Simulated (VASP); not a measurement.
Crystal: Cd3Fe.

```
Cd Fe
1.0
     0.00000    3.36205    3.36205
     3.36205    0.00000    3.36205
     3.36205    3.36205    0.00000
Cd Fe
3 1
Direct
  0.25000 0.25000 0.25000
  0.75000 0.75000 0.75000
  0.50000 0.50000 0.50000
  0.00000 0.00000 0.00000
```

Base run:

* Program: VASP 6.6.1
* Functional: PBE
* Potentials or basis: VASP PAW PBE potentials, release 64 (Cd, Fe)
* Cutoff: 520 eV
* k mesh: 12 × 12 × 12
* Occupations: gaussian, width 0.1 eV
* Spin: no spin polarisation

Its results: band gap on the k mesh zero (bands 22 and 23 overlap by 2.70 eV); pressure -3.2 GPa.

Task: The run is repeated on the same cell with these changes: functional from PBE to r2SCAN; further incar settings from ALGO = Fast; EDIFF = 1e-07; NBANDS = 30 to ALGO = Normal; EDIFF = 1e-06; NBANDS = 30. What comes out?

Result: Band gap on the k mesh zero (bands 22 and 23 overlap by 2.95 eV); pressure -6.3 GPa.

Caveats: the cell stands under tension; the run has no spin polarisation, though such a crystal can be magnetic; the PAW data sets were made with another functional, which shifts forces and pressure a little (at least some runs).
